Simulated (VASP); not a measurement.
Runs of VASP 6.6.1 on CdS (Hawleyite). The structure is that of space group F-43m (No. 216), or close to it. The cells are those of the table. 

```csv
cell,gap on the mesh (eV),pressure (GPa)
"a = 4.125 Å, angles 60.0°, 2 atoms",1.15,1.0
"a = 4.019 Å, angles 60.0°, 2 atoms",1.31,(a)
"a = 4.225 Å, angles 60.0°, 2 atoms",(c),-2.9
"a = 4.258 Å, angles 60.0°, 2 atoms",0.93,(b)
"a = 4.055 Å, angles 60.0°, 2 atoms",1.26,4.6
```

Alike in all rows: task single point; level PBE+D3(BJ); potentials or basis VASP PAW PBE potentials, release 64 (Cd, S); no spin polarisation; k mesh 6 × 6 × 6; cutoff (eV) 520; smearing methfessel-paxton 0.1 eV.

Task: Fill in the values left out.

Result: (a) 6.9; (b) -3.9; (c) 0.99.

A k mesh can miss the band edges, and the runs leave out spin-orbit coupling on Cd.
